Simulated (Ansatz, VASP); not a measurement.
**Te2Mo in VASP and in Ansatz**

POSCAR

```
Te2Mo
1.0
    3.5421311455      0.0000000000      0.0000000000
   -1.7710655727      3.0675755555      0.0000000000
    0.0000000000      0.0000000000     14.1766719662
Mo Te
2 4
Direct
    0.3333333333      0.6666666667      0.2500000000
    0.6666666667      0.3333333333      0.7500000000
    0.6666666667      0.3333333333      0.3765845055
    0.6666666667      0.3333333333      0.1234154945
    0.3333333333      0.6666666667      0.8765845055
    0.3333333333      0.6666666667      0.6234154945
```

Contents of INCAR.step1:

```
SYSTEM = Te2Mo
ALGO = Normal ; EDIFF = 1E-4
ENCUT = 520 ; GGA = PE
ISMEAR = 0 ; LASPH = .True.
LCHARG = .False. ; LREAL = .False.
LWAVE = .True. ; NBANDS = 35
NELM = 100 ; PREC = Accurate
SIGMA = 0.01
```

Contents of INCAR.step2:

```
SYSTEM = Te2Mo
ALGO = Normal ; EDIFF = 1E-7
ENCUT = 520 ; ISIF = 2
ISMEAR = 0 ; ISTART = 1
LASPH = .True. ; LCHARG = .False.
LMIXTAU = .True. ; LREAL = .False.
LWAVE = .False. ; METAGGA = R2SCAN
NBANDS = 35 ; NELM = 100
PREC = Accurate ; SIGMA = 0.01
```

KPOINTS

```
k-points
0
Gamma
  12 12 2
  0 0 0
```

Input for Ansatz:

```yaml
crystal:
  lattice:
    - [3.5421311455, 0.0, 0.0]
    - [-1.7710655727, 3.0675755555, 0.0]
    - [0.0, 0.0, 14.1766719662]
  atoms:
    - { symbol: Mo, position: [0.3333333333, 0.6666666667, 0.25] }
    - { symbol: Mo, position: [0.6666666667, 0.3333333333, 0.75] }
    - { symbol: Te, position: [0.6666666667, 0.3333333333, 0.3765845055] }
    - { symbol: Te, position: [0.6666666667, 0.3333333333, 0.1234154945] }
    - { symbol: Te, position: [0.3333333333, 0.6666666667, 0.8765845055] }
    - { symbol: Te, position: [0.3333333333, 0.6666666667, 0.6234154945] }
kpoints:
  mp_grid: { grid: [12, 12, 2] }
  band_path:
    path:
      - [0.0, 0.0, 0.0]
      - [0.5, 0.0, 0.0]
      - [0.3333333333, 0.3333333333, 0.0]
      - [0.0, 0.0, 0.5]
      - [0.5, 0.0, 0.5]
      - [0.3333333333, 0.3333333333, 0.5]
      - [0.195312, 0.197917, 0.0]
    npoints: 1
hamiltonian:
  xc: r2scan
scf:
  occupations: { method: fixed }
  n_extra_bands: 5
output:
  forces: true
  stress: true
  eigenvalues: true
```

Alike in both runs: task single point; functional r2SCAN; k mesh 12 × 12 × 2; no spin polarisation.

|  | VASP | Ansatz |
| --- | --- | --- |
| version | VASP 6.6.1 | Ansatz 0.2.0 |
| potentials or method | VASP PAW PBE potentials, release 64 (Mo_sv, Te) | plane waves, PAW |
| plane-wave cutoff (eV) | 520 | 500 |
| occupations | gaussian, width 0.01 eV | fixed |
| valence electrons in the cell | 52 | 92 |

```tsv
	VASP	Ansatz	Ansatz less VASP
gap on the k mesh at the Fermi level (eV)	0.93	0.93	+0.006
pressure (GPa)	1.3	1.2	-0.11
traceless stress, the component that is largest in VASP (GPa)	-0.01	-0.07	-0.058
rms of the force components (eV/Å)	0.004	0.016	+0.0121
```

VASP's potentials were made for PBE, not for r2SCAN. Atom by atom the forces differ by 0.012 eV/Å (rms over components). VASP's potentials hold 52 valence electrons a cell and Ansatz's 92, so a difference there can come from the potentials and not from the codes.

Spin-orbit coupling is off throughout.
